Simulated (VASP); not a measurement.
## Ag3Cl: relaxation of cell and atoms with PBE

The system is Ag3Cl.

```
CELL_PARAMETERS angstrom
4.35556 0.00000 0.00000
0.00000 4.35556 0.00000
0.00000 0.00000 4.35556
ATOMIC_POSITIONS crystal
Ag 0.00000 0.50000 0.50000
Ag 0.50000 0.00000 0.50000
Ag 0.50000 0.50000 0.00000
Cl 0.00000 0.00000 0.00000
```

```
Program                : VASP 6.6.1
Task                   : relaxation of cell and atoms
Functional             : PBE
Potentials or basis    : VASP PAW PBE potentials, release 64 (Ag, Cl)
Cutoff                 : 600 eV
k mesh                 : 10 × 10 × 10
Occupations            : gaussian, width 0.1 eV
Spin                   : no spin polarisation
Dipole correction      : no
Further INCAR settings : ALGO = Normal; EDIFF = 1e-06; IBRION = 2; EDIFFG = -0.01; NSW = 100; ISIF = 3
```

```
Relaxed volume                        : 19.24 Å³/atom
Relaxed cell                          : a = 4.254 Å, b = 4.254 Å, c = 4.254 Å, α = 90.00°, β = 90.00°, γ = 90.00°
Space group after relaxing (to 0.1 Å) : Pm-3m (No. 221)
Energy gained by relaxing             : 17.0 meV/atom
Ionic steps                           : 3
Pressure after relaxing               : 0.0 GPa
Band gap on the k mesh                : zero (bands 20 and 21 overlap by 0.22 eV)
```

Step by step:
```tsv
step	energy change (eV)	largest force (eV/Å)	pressure (GPa)	volume (Å³)
1	0.0000	0.0000	-3.54	82.63
2	-0.0676	0.0000	-0.26	77.29
3	-0.0678	0.0000	0.00	76.96
```

Final structure:
```
Ag Cl
1.0
     4.25355    0.00000    0.00000
     0.00000    4.25355    0.00000
     0.00000    0.00000    4.25355
Ag Cl
3 1
Direct
  0.00000 0.50000 0.50000
  0.50000 0.00000 0.50000
  0.50000 0.50000 0.00000
  0.00000 0.00000 0.00000
```

Levels at points of the mesh, in eV from the Fermi level:
```
           k point  band 17  band 18  band 19  band 20  band 21  band 22  band 23  band 24
(0.00, 0.00, 0.00)    -2.59    -2.39    -2.39    -2.39     4.76     4.76     4.76     4.92
(0.50, 0.00, 0.00)    -2.39    -2.10    -2.10    -1.10     0.52     4.67     4.67     5.76
(0.50, 0.50, 0.00)    -2.33    -2.33    -1.68    -1.61     2.41     2.80     2.80     6.76
(0.50, 0.50, 0.50)    -2.56    -2.56    -2.56     0.19     2.38     2.38     2.38     5.53
```

It took 4.4 min on 1 thread of Intel(R) Xeon(R) Platinum 8259CL CPU @ 2.50GHz (Skylake/Cascade Lake) (shared host), peak memory 0.29 GiB.
